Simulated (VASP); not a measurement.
# CdF2 in VASP: further runs, part 2 of 2

VASP 6.6.1.

### Step 4. Single point, PBE

This run uses another cell than the first one, of 13.09 Å³/atom.

Contents of INCAR:

```
  PREC = Accurate
  ENCUT = 700
  EDIFF = 1E-6
  ISMEAR = -1
  SIGMA = 0.05
  LREAL = F
  LASPH = T
  NELM = 120
  ALGO = Normal
  ISIF = 2
  LWAVE = F
  LCHARG = T
  GGA = PE
  LELF = T
  LVHAR = T
  NBANDS = 24
  GGA_COMPAT = F
```

Contents of KPOINTS:

```
regular mesh
0
Gamma
  9 9 9
```

Contents of POSCAR:

```
CdF2
1.0
    0.0000000000      2.6975017773      2.6975017773
    2.6975017773      0.0000000000      2.6975017773
    2.6975017773      2.6975017773      0.0000000000
Cd F
1 2
Direct
    0.0000000000      0.0000000000      0.0000000000
    0.7500000000      0.7500000000      0.7500000000
    0.2500000000      0.2500000000      0.2500000000
```

Potentials or basis: VASP PAW PBE potentials, release 64 (Cd_sv_GW, F).

Started as:

```sh
cat potpaw_PBE.64/Cd_sv_GW/POTCAR potpaw_PBE.64/F/POTCAR > POTCAR
mpirun -np 1 vasp_std > vasp.out
```

OUTCAR:

```text
PREC = Accurate
   ENCUT = 700
   EDIFF = 1E-6
   ISMEAR = -1
   LREAL = F
   LASPH = T
   NELM = 120
   ISIF = 2
   GGA = PE

 ion  position               nearest neighbor table
   1  0.000  0.000  0.000-
   2  0.750  0.750  0.750-
   3  0.250  0.250  0.250-

  LATTYP: Found a face centered cubic cell.
 ALAT       =     5.3950035546

  Lattice vectors:

 A1 = (   0.0000000000,   2.6975017773,   2.6975017773)
 A2 = (   2.6975017773,   0.0000000000,   2.6975017773)
 A3 = (   2.6975017773,   2.6975017773,   0.0000000000)

Analysis of symmetry for initial positions (statically):
=====================================================================
 Subroutine PRICEL returns:
 Original cell was already a primitive cell.

 Routine SETGRP: Setting up the symmetry group for a
 face centered cubic supercell.

 Subroutine GETGRP returns: Found 48 space group operations
 (whereof 48 operations were pure point group operations)
 out of a pool of 48 trial point group operations.

The static configuration has the point symmetry O_h .

Analysis of symmetry for dynamics (positions and initial velocities):
=====================================================================
 Subroutine PRICEL returns:
 Original cell was already a primitive cell.

 Routine SETGRP: Setting up the symmetry group for a
 face centered cubic supercell.

 Subroutine GETGRP returns: Found 48 space group operations
 (whereof 48 operations were pure point group operations)
 out of a pool of 48 trial point group operations.

The dynamic configuration has the point symmetry O_h .

 Subroutine INISYM returns: Found 48 space group operations
 (whereof 48 operations are pure point group operations),
 and found     1 'primitive' translations

----------------------------------------------------------------------------------------

                                     Primitive cell

  volume of cell :      39.2568

  direct lattice vectors                    reciprocal lattice vectors
     0.000000000  2.697501777  2.697501777    -0.185356690  0.185356690  0.185356690
     2.697501777  0.000000000  2.697501777     0.185356690 -0.185356690  0.185356690
     2.697501777  2.697501777  0.000000000     0.185356690  0.185356690 -0.185356690

  length of vectors
     3.814843598  3.814843598  3.814843598     0.321047204  0.321047204  0.321047204

  position of ions in fractional coordinates (direct lattice)
     0.000000000  0.000000000  0.000000000
     0.750000000  0.750000000  0.750000000
     0.250000000  0.250000000  0.250000000

  ion indices of the primitive-cell ions
   primitive index   ion index
                 1           1
                 2           2
                 3           3

----------------------------------------------------------------------------------------

 KPOINTS: regular mesh

Automatic generation of k-mesh.
 Grid dimensions read from file:
 generate k-points for:    9    9    9

 Generating k-lattice:

  Cartesian coordinates                     Fractional coordinates (reciprocal lattice)
    -0.020595188  0.020595188  0.020595188     0.111111111  0.000000000  0.000000000
     0.020595188 -0.020595188  0.020595188     0.000000000  0.111111111  0.000000000
     0.020595188  0.020595188 -0.020595188     0.000000000  0.000000000  0.111111111

  Length of vectors
     0.035671912  0.035671912  0.035671912

  Shift w.r.t. Gamma in fractional coordinates (k-lattice)
     0.000000000  0.000000000  0.000000000

 Subroutine IBZKPT returns following result:
 ===========================================

 Found     35 irreducible k-points:

 Following reciprocal coordinates:
            Coordinates               Weight
  0.000000  0.000000  0.000000      1.000000
  0.111111  0.000000  0.000000      8.000000
  0.222222  0.000000  0.000000      8.000000
  0.333333  0.000000  0.000000      8.000000
  0.444444  0.000000  0.000000      8.000000
  0.111111  0.111111  0.000000      6.000000
[... 16 lines left out ...]
 -0.333333  0.333333  0.000000     12.000000
  0.444444  0.444444  0.000000      6.000000
 [... further k-points ...]
   k-points           NKPTS =     35   k-points in BZ     NKDIM =     35   number of bands    NBANDS=     24
   number of dos      NEDOS =    301   number of ions     NIONS =      3
   total plane-waves  NPLWV =  46656
   dimension x,y,z NGX =    36 NGY =   36 NGZ =   36
   dimension x,y,z NGXF=    72 NGYF=   72 NGZF=   72
   ions per type =               1   2
   NGX,Y,Z   is equivalent  to a cutoff of  15.69, 15.69, 15.69 a.u.
   NGXF,Y,Z  is equivalent  to a cutoff of  31.38, 31.38, 31.38 a.u.
 SYSTEM =  unknown system
   PREC   = accura    normal or accurate (medium, high low for compatibility)
   ISTART =      0    job   : 0-new  1-cont  2-samecut
   ICHARG =      2    charge: 1-file 2-atom 10-const
   ISPIN  =      1    spin polarized calculation?
   LNONCOLLINEAR =      F non collinear calculations
   LSORBIT =      F    spin-orbit coupling
   LASPH  =      T    aspherical Exc in radial PAW
   ENCUT  =  700.0 eV  51.45 Ry    7.17 a.u.   8.23  8.23  8.23*2*pi/ulx,y,z
   NELM   =    120;   NELMIN=  2; NELMDL= -5     # of ELM steps
   EDIFF  = 0.1E-05   stopping-criterion for ELM
   LREAL  =      F    real-space projection
[... 7 lines left out ...]
   TEBEG  =    0.0;   TEEND  =   0.0 temperature during run
   PSTRESS=    0.0 pullay stress
   NELECT =      34.0000    total number of electrons
   NUPDOWN=      -1.0000    fix difference up-down
   EMIN   =  10.00;   EMAX   =-10.00  energy-range for DOS
   EFERMI =   0.00;   METHOD = LEGACY
   ISMEAR =    -1;   SIGMA  =   0.05  broadening in eV -4-tet -1-fermi 0-gaus
   EFERMI_NEDOS =   21; number of points for ismear=-14 and -15
   IALGO  =     38    algorithm
   IMIX   =      4    mixing-type and parameters
     AMIX     =   0.40;   BMIX     =  1.00
     AMIX_MAG =   1.60;   BMIX_MAG =  1.00
  volume/ion in A,a.u.               =      13.09        88.31
  Fermi-wavevector in a.u.,A,eV,Ry     =   1.560496  2.948910 33.132208  2.435149
  Thomas-Fermi vector in A             =   2.663700
   LORBIT       =      0    0 simple, 1 ext, 2 COOP (PROOUT), +10 PAW based schemes
   GGA     = PE    functional components
   LHFCALC =     F    Hartree Fock is set to
   AEXX    =    0.0000 exact exchange contribution
   IVDW    =     0    specifies the selected vdW correction
   LEPSILON=     F    determine dielectric tensor
   LRPA    =     F    only Hartree local field effects (RPA)
 non-spin polarized calculation
  energy-cutoff  :      700.00
  volume of cell :       39.26
 maximum number of plane-waves:      1673
 NGX is ok and might be reduce to    36
   NGX = 17   NGY = 17   NGZ = 17

 number of electron      33.9999995 magnetization

 Free energy of the ion-electron system (eV)
  ---------------------------------------------------
  ext. energy  EPLUGINS =         0.00000000
  ---------------------------------------------------
  free energy    TOTEN  =       -10.98675592 eV

  energy without entropy =      -10.98675592  energy(sigma->0) =      -10.98675592

 E-fermi :   1.6536     XC(G=0): -10.5319

 val. band max:        0.5752654941   @ k =  -0.3333   0.4444   0.2222
 cond. band min:       3.6801321556   @ k =   0.0000   0.0000   0.0000
 fundamental gap:      3.1048666615
 Fermi energy:         1.6536483193

 k-point     1 :       0.0000    0.0000    0.0000
  band No.  band energies     occupation
      1     -97.8298      2.00000
      2     -58.9260      2.00000
      3     -58.9260      2.00000
      4     -58.9260      2.00000
      5     -20.1720      2.00000
      6     -19.0835      2.00000
[... 16 lines left out ...]
     23      20.4810      0.00000
     24      20.4810      0.00000

 k-point     2 :       0.1111    0.0000    0.0000
  band No.  band energies     occupation
      1     -97.8298      2.00000
      2     -58.9263      2.00000
      3     -58.9260      2.00000
      4     -58.9260      2.00000
      5     -20.1329      2.00000
      6     -19.1179      2.00000
[... 16 lines left out ...]
     23      20.1370      0.00000
     24      20.1370      0.00000
[... 565 lines left out ...]
     23      20.0061      0.00000
     24      22.0480      0.00000

 k-point    24 :       0.4444    0.4444    0.0000
  band No.  band energies     occupation
      1     -97.8297      2.00000
      2     -58.9283      2.00000
      3     -58.9269      2.00000
      4     -58.9269      2.00000
      5     -19.7234      2.00000
      6     -19.4368      2.00000
[... 16 lines left out ...]
     23      20.1299      0.00000
     24      21.4519      0.00000

 [... further k-points ...]
[... 5 lines left out ...]
  --------------------------------------------------------------------------------------
  -------------------------------------------------------------------------------------
  Total        1.1180229      1.1180229      1.1180229      0.0000000      0.0000000      0.0000000
  in kB       45.6295363     45.6295363     45.6295363      0.0000000      0.0000000      0.0000000
  external PRESSURE =      45.6295363 kB  Pullay stress =       0.0000000 kB

 VOLUME and BASIS-vectors are now :
 -----------------------------------------------------------------------------
  energy-cutoff  :      700.00
  volume of cell :       39.26
      direct lattice vectors                 reciprocal lattice vectors
     0.000000000  2.697501777  2.697501777    -0.185356690  0.185356690  0.185356690
     2.697501777  0.000000000  2.697501777     0.185356690 -0.185356690  0.185356690
     2.697501777  2.697501777  0.000000000     0.185356690  0.185356690 -0.185356690

 POSITION                                       TOTAL-FORCE (eV/Angst)
 -----------------------------------------------------------------------------------
      0.00000      0.00000      0.00000        -0.000000     -0.000000     -0.000000
      4.04625      4.04625      4.04625         0.000000     -0.000000      0.000000
      1.34875      1.34875      1.34875        -0.000000      0.000000     -0.000000
 -----------------------------------------------------------------------------------
    total drift:                               -0.000000      0.000000      0.000000

  FREE ENERGIE OF THE ION-ELECTRON SYSTEM (eV)
  ---------------------------------------------------
  free  energy   TOTEN  =       -10.9867559227 eV

  energy  without entropy=      -10.9867559226  energy(sigma->0) =      -10.98675592
```

stdout:

```text
POSCAR found type information on POSCAR CdF
 POSCAR found :  2 types and       3 ions
 scaLAPACK will be used
 LDA part: xc-table for (Slater+PW92), standard interpolation
 POSCAR, INCAR and KPOINTS ok, starting setup
 FFT: planning ... GRIDC
 FFT: planning ... GRID_SOFT
 FFT: planning ... GRID
 WAVECAR not read
 entering main loop
```

Wall time 60 s (1 thread of Intel Xeon Platinum 8259CL at 2.50GHz (Skylake/Cascade Lake), shared host); peak memory 0.24 GiB.

Results:

| Property | Result |
| --- | --- |
| Free energy | -10.9868 eV |
| Pressure | 4.6 GPa |
| Band gap on the k mesh | 3.10 eV (least direct gap 3.58 eV) |

Caveat: the cell stands under pressure; an odd mesh through Γ misses points on the zone boundary, where band edges can lie.

### Step 5. Single point, LDA

This run uses another cell than the first one, of 13.56 Å³/atom.

Contents of INCAR:

```
PREC = Accurate
ENCUT = 700
EDIFF = 1E-6
ISMEAR = -1
SIGMA = 0.05
LREAL = False
LASPH = True
NELM = 120
ALGO = Normal
ISIF = 2
LWAVE = False
LCHARG = False
GGA = CA
NBANDS = 24
GGA_COMPAT = False
```

Contents of KPOINTS:

```
Automatic mesh
0
Gamma
  9 9 9
```

Contents of POSCAR:

```
CdF2
1.0
    0.0000000000      2.7294514339      2.7294514339
    2.7294514339      0.0000000000      2.7294514339
    2.7294514339      2.7294514339      0.0000000000
Cd F
1 2
Direct
    0.0000000000      0.0000000000      0.0000000000
    0.7500000000      0.7500000000      0.7500000000
    0.2500000000      0.2500000000      0.2500000000
```

Potentials or basis: VASP PAW LDA potentials, release 64 (Cd_sv_GW, F).

Started as:

```sh
cat potpaw_LDA.64/Cd_sv_GW/POTCAR potpaw_LDA.64/F/POTCAR > POTCAR
mpirun -np 1 vasp_std > vasp.out
```

Run time: 42 s. Hardware: 1 thread of Intel Xeon Platinum 8375C at 2.90GHz (Ice Lake), shared host; peak memory 0.21 GiB.

Results (log left out):

* Free energy: -12.7239 eV
* Pressure: -9.4 GPa
* Band gap on the k mesh: 2.71 eV (least direct gap 3.21 eV)

Levels at points of the mesh, in eV from the valence-band top:
| k point | band 15 | band 16 | band 17 | band 18 | band 19 | band 20 |
| --- | --- | --- | --- | --- | --- | --- |
| (0.00, 0.00, 0.00) | -0.50 | -0.50 | -0.50 | 2.71 | 12.16 | 12.16 |

Caveat: the cell stands under tension; an odd mesh through Γ misses points on the zone boundary, where band edges can lie. LDA gaps usually lie below the measured ones, often by a third to a half.

### Step 6. Single point, PBEsol

This run uses another cell than the first one, of 13.30 Å³/atom.

Changes to INCAR since step 5:

```diff
@@ -12,3 +12,3 @@
 LCHARG = False
-GGA = CA
+GGA = PS
 NBANDS = 24
```

Contents of KPOINTS:

```
regular mesh
0
Gamma
  7 7 7
```

Contents of POSCAR:

```
CdF2
1.0
    0.0000000000      2.7209400000      2.6940000000
    2.7209400000      0.0000000000      2.6940000000
    2.7209400000      2.7209400000      0.0000000000
Cd F
1 2
Direct
    0.0000000000      0.0000000000      0.0000000000
    0.7500000000      0.7500000000      0.7500000000
    0.2500000000      0.2500000000      0.2500000000
```

Potentials or basis: VASP PAW PBE potentials, release 64 (Cd_sv_GW, F).

Started as:

```sh
cat potpaw_PBE.64/Cd_sv_GW/POTCAR potpaw_PBE.64/F/POTCAR > POTCAR
mpirun -np 1 vasp_std > vasp.out
```

Run time: 31 s. Hardware: 1 thread of Intel Xeon 6975P-C (Granite Rapids), shared host; peak memory 0.25 GiB.

The run converged. Its results:

- Free energy: -11.7124 eV
- Pressure: -2.7 GPa
- Band gap on the k mesh: 2.90 eV (least direct gap 3.36 eV)

Stress tensor (GPa, compression positive):
```
-3.01  0.00  0.00
 0.00 -3.01  0.00
 0.00  0.00 -1.92
```

Levels at points of the mesh, in eV from the valence-band top:
| k point | band 14 | band 15 | band 16 | band 17 | band 18 | band 19 | band 20 | band 21 |
| --- | --- | --- | --- | --- | --- | --- | --- | --- |
| (0.00, 0.00, 0.00) | -0.84 | -0.49 | -0.46 | -0.46 | 2.90 | 12.45 | 12.47 | 12.47 |

Caveat: the PAW data sets were made with another functional, which shifts forces and pressure a little.

### Step 7. Summary

| level | potentials or basis | cell | k mesh | gap on the mesh (eV) | pressure (GPa) |
| --- | --- | --- | --- | --- | --- |
| PBE | VASP PAW PBE potentials, release 64 (Cd_sv_GW, F) | a = 3.627 Å, angles 60.0°, 3 atoms | 9 × 9 × 9 | 3.66 | 29.6 |
| PBE | VASP PAW PBE potentials, release 64 (Cd_sv_GW, F) | a = 3.688 Å, angles 60.0°, 3 atoms | 9 × 9 × 9 | 3.48 | 19.6 |
| PBE | VASP PAW PBE potentials, release 64 (Cd_sv_GW, F) | a = 3.815 Å, angles 60.0°, 3 atoms | 9 × 9 × 9 | 3.10 | 4.6 |
| LDA | VASP PAW LDA potentials, release 64 (Cd_sv_GW, F) | a = 3.860 Å, angles 60.0°, 3 atoms | 9 × 9 × 9 | 2.71 | -9.4 |
| PBEsol | VASP PAW PBE potentials, release 64 (Cd_sv_GW, F) | a = 3.829, b = 3.829, c = 3.848 Å, angles 59.8, 59.8, 60.3°, 3 atoms | 7 × 7 × 7 | 2.90 | -2.7 |

Alike in all rows: task single point; no spin polarisation; cutoff (eV) 700; smearing fermi-dirac 0.05 eV.

Caveats: an odd mesh through Γ misses points on the zone boundary, where band edges can lie (at least some runs); the cell stands under pressure (at least some runs); the cell stands under tension (at least some runs); the PAW data sets were made with another functional, which shifts forces and pressure a little (at least some runs).

Total energies depend on the potentials used, so only differences within one code and one set of settings carry meaning.
